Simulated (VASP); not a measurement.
A run of VASP 6.6.1 is set up as follows.

File INCAR:

```
SYSTEM = Bi2Se3
ALGO = Normal
EDIFF = 1E-8
ENCUT = 520
GGA = PE
ISIF = 2
ISMEAR = -1
LASPH = .TRUE.
LCHARG = .FALSE.
LEFG = .TRUE.
LREAL = .FALSE.
LWAVE = .FALSE.
NBANDS = 32
NELM = 80
PREC = Accurate
SIGMA = 0.03
```

File KPOINTS:

```
k-points
0
G
  6 6 6
  0 0 0
```

File POSCAR:

```
Bi2Se3
1.0
    2.0783814048      1.1999540635      9.5770422928
   -2.0783814048      1.1999540635      9.5770422928
    0.0000000000     -2.3999081271      9.5770422928
Bi Se
2 3
Direct
    0.4008000000      0.4008000000      0.4008000000
    0.5992000000      0.5992000000      0.5992000000
    0.0000000000      0.0000000000      0.0000000000
    0.2117000000      0.2117000000      0.2117000000
    0.7883000000      0.7883000000      0.7883000000
```

Potentials or basis: VASP PAW PBE potentials, release 64 (Bi_d, Se).

Run with:

```sh
$ cat potpaw_PBE.64/Bi_d/POTCAR potpaw_PBE.64/Se/POTCAR > POTCAR
$ mpirun -np 1 vasp_std > vasp.out
```

(1) Predict the band gap on the k mesh.

(2) Estimate the largest force.

Answers

(1) 0.23 eV.

(2) 0.161 eV/Å.

Caveat: without QUAD_EFG the Cq values of the log hold for a quadrupole moment of 1 mb, not for the nuclei; spin-orbit coupling is left out, which moves the levels of the heavy elements.
